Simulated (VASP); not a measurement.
# Zn (Im-3m) in VASP: notebook, part 2 of 2

VASP 6.6.1. The steps go on from the part before.

**3. Single point, PBE**

This run uses another cell than the first one, of 15.40 Å³/atom, 1.053 times its volume.

Contents of INCAR:

```
PREC     = Accurate       # precision mode
ENCUT    = 520            # plane-wave cutoff, eV
EDIFF    = 1E-7           # SCF threshold, eV
ISMEAR   = -1             # smearing method
SIGMA    = 0.1            # smearing width, eV
LREAL    = F              # projectors in reciprocal space
LASPH    = T              # aspherical terms in the spheres
NELM     = 60             # most SCF steps
ALGO     = Normal         # electronic algorithm
ISIF     = 2              # what is computed and relaxed
LWAVE    = F              # write WAVECAR
LCHARG   = F              # write CHGCAR
GGA      = PE             # functional
NBANDS   = 12             # bands
```

Contents of KPOINTS:

```
Automatic mesh
0
Gamma
  19 19 19
```

Contents of POSCAR:

```
Zn
1.0
   -1.5674237287      1.5674237287      1.5674237287
    1.5674237287     -1.5674237287      1.5674237287
    1.5674237287      1.5674237287     -1.5674237287
Zn
1
Direct
    0.0000000000      0.0000000000      0.0000000000
```

Potentials or basis: VASP PAW PBE potentials, release 64 (Zn).

Command:

```
$ cat potpaw_PBE.64/Zn/POTCAR > POTCAR
$ mpirun -np 1 vasp_std > vasp.out
```

OUTCAR:

```text
PREC = Accurate
   ENCUT = 520
   EDIFF = 1E-7
   ISMEAR = -1
   LREAL = F
   LASPH = T
   NELM = 60
   ISIF = 2
   GGA = PE

 ion  position               nearest neighbor table
   1  0.000  0.000  0.000-

  LATTYP: Found a body centered cubic cell.
 ALAT       =     3.1348474574

  Lattice vectors:

 A1 = (  -1.5674237287,   1.5674237287,   1.5674237287)
 A2 = (   1.5674237287,  -1.5674237287,   1.5674237287)
 A3 = (   1.5674237287,   1.5674237287,  -1.5674237287)

[... 527 lines left out ...]
      3      -4.2372      2.00000
      4      -4.1920      2.00000
      5      -4.0478      2.00000
      6      -2.1063      2.00000
      7       6.3496      0.00000
      8      12.5825      0.00000
      9      15.4548      0.00000
     10      20.2355      0.00000
     11      22.9045      0.00000
     12      26.0769      0.00000

 [... further k-points ...]
[... 5 lines left out ...]
  --------------------------------------------------------------------------------------
  -------------------------------------------------------------------------------------
  Total        0.0278136      0.0278136      0.0278136      0.0000000      0.0000000     -0.0000000
  in kB        2.8930025      2.8930025      2.8930025      0.0000000      0.0000000     -0.0000000
  external PRESSURE =       2.8930025 kB  Pullay stress =       0.0000000 kB

 VOLUME and BASIS-vectors are now :
 -----------------------------------------------------------------------------
  energy-cutoff  :      520.00
  volume of cell :       15.40
      direct lattice vectors                 reciprocal lattice vectors
    -1.567423729  1.567423729  1.567423729     0.000000000  0.318994788  0.318994788
     1.567423729 -1.567423729  1.567423729     0.318994788  0.000000000  0.318994788
     1.567423729  1.567423729 -1.567423729     0.318994788  0.318994788  0.000000000

 POSITION                                       TOTAL-FORCE (eV/Angst)
 -----------------------------------------------------------------------------------
      0.00000      0.00000      0.00000        -0.000000     -0.000000     -0.000000
 -----------------------------------------------------------------------------------
    total drift:                                0.000000     -0.000000      0.000000

  FREE ENERGIE OF THE ION-ELECTRON SYSTEM (eV)
  ---------------------------------------------------
  free  energy   TOTEN  =        -1.0296964562 eV

  energy  without entropy=       -1.0192765417  energy(sigma->0) =       -1.02448650
```

It took 28 s on 1 thread of Intel Xeon 6975P-C, shared host; peak memory 0.15 GiB.

What came out:

- Free energy: -1.0297 eV
- Pressure: 0.3 GPa
- Band gap on the k mesh: zero (band 6 reaches 6.80 eV, above the bottom of band 7 at 2.16 eV)

Levels at points of the mesh, in eV from the Fermi level:
```
           k point  band 3  band 4  band 5  band 6  band 7  band 8  band 9  band 10
(0.00, 0.00, 0.00)   -7.82   -7.82   -7.32   -7.32   18.96   18.96   18.96    20.68
```

**4. Single point, PBE**

This run uses another cell than the first one, of 15.40 Å³/atom, 1.053 times its volume.

Contents of INCAR:

```
SYSTEM = Zn
PREC = Accurate
ENCUT = 520
EDIFF = 1E-7
ISMEAR = -1
SIGMA = 0.1
LREAL = .False.
LASPH = .True.
NELM = 100
ALGO = Normal
ISIF = 2
LWAVE = .False.
LCHARG = .False.
GGA = PE
NBANDS = 12
```

Contents of KPOINTS:

```
regular mesh
0
Gamma
  19 19 19
  0 0 0
```

POSCAR is that of step 3.

Command:

```
$ cat potpaw_PBE.64/Zn/POTCAR > POTCAR
$ mpirun -np 1 vasp_std > vasp.out
```

Wall time 30 s (1 thread of Intel Xeon 6975P-C, shared host); peak memory 0.15 GiB.

The run converged. Its results:

| Item | Value |
| --- | --- |
| Free energy | -1.0297 eV |
| Pressure | 0.3 GPa |
| Band gap on the k mesh | zero (band 6 reaches 6.80 eV, above the bottom of band 7 at 2.16 eV) |

Levels at points of the mesh, in eV from the Fermi level:
```tsv
k point	band 4	band 5	band 6	band 7	band 8	band 9
(0.00, 0.00, 0.00)	-7.82	-7.32	-7.32	18.96	18.96	18.96
```

**5. Relaxation of cell and atoms, PBE**

This run uses another cell than the first one, of 15.15 Å³/atom, 1.036 times its volume.

Contents of INCAR:

```
SYSTEM = Zn
ALGO = Normal
EDIFF = 1E-6
EDIFFG = -0.005
ENCUT = 600
GGA = PE
IBRION = 2
ISIF = 3
ISMEAR = -1
LASPH = .TRUE.
LCHARG = .FALSE.
LREAL = .FALSE.
LWAVE = .FALSE.
NELM = 80
NSW = 60
PREC = Accurate
SIGMA = 0.1
```

Contents of KPOINTS:

```
k-points
0
G
  19 19 19
  0 0 0
```

Contents of POSCAR:

```
Zn
1.0
   -1.5589149808      1.5589149808      1.5589149808
    1.5589149808     -1.5589149808      1.5589149808
    1.5589149808      1.5589149808     -1.5589149808
Zn
1
Direct
    0.0000000000      0.0000000000      0.0000000000
```

Command:

```
$ cat potpaw_PBE.64/Zn/POTCAR > POTCAR
$ mpirun -np 1 vasp_std > vasp.out
```

Run time: 74 s. Hardware: 1 thread of Intel Xeon 6975P-C, shared host; peak memory 0.18 GiB.

Results (log left out):

- Free energy: -1.0294 eV
- Relaxed volume: 15.46 Å³/atom
- Relaxed cell: a = 2.718 Å, b = 2.718 Å, c = 2.718 Å, α = 109.47°, β = 109.47°, γ = 109.47°
- Space group after relaxing (to 0.05 Å): Im-3m (No. 229)
- Energy gained by relaxing: 1.2 meV/atom
- Ionic steps: 4
- Pressure after relaxing: 0.0 GPa
- Band gap on the k mesh: zero (band 6 reaches 6.76 eV, above the bottom of band 7 at 2.13 eV)

The path:
```tsv
step	energy change (eV)	largest force (eV/Å)	pressure (GPa)	volume (Å³)
1	0.0000	0.0000	1.39	15.15
2	-0.0012	0.0000	0.09	15.45
3	-0.0012	0.0000	-0.07	15.48
4	-0.0012	0.0000	-0.03	15.46
```

Final structure:
```
Zn
1.0
    -1.56943    1.56943    1.56943
     1.56943   -1.56943    1.56943
     1.56943    1.56943   -1.56943
Zn
1
Direct
  0.00000 0.00000 0.00000
```

Levels at points of the mesh, in eV from the Fermi level:
| k point | band 3 | band 4 | band 5 | band 6 | band 7 | band 8 | band 9 | band 10 |
| --- | --- | --- | --- | --- | --- | --- | --- | --- |
| (0.00, 0.00, 0.00) | -7.81 | -7.81 | -7.31 | -7.31 | 18.90 | 18.90 | 18.90 | 20.65 |

**6. Overview**

```tsv
task	cell	cutoff (eV)	gap on the mesh (eV)	pressure (GPa)
single point	a = 2.669 Å, angles 109.5°, 1 atom	520	none	4.2
single point	a = 2.715 Å, angles 109.5°, 1 atom	520	none	0.3
relaxation of cell and atoms	relaxed from a = 2.700 Å, angles 109.5°, 1 atom	600	none	0.0
```

Alike in all rows: level PBE; potentials or basis VASP PAW PBE potentials, release 64 (Zn); no spin polarisation; k mesh 19 × 19 × 19; smearing fermi-dirac 0.1 eV.

Absolute energies hang on the potentials; compare differences alone.
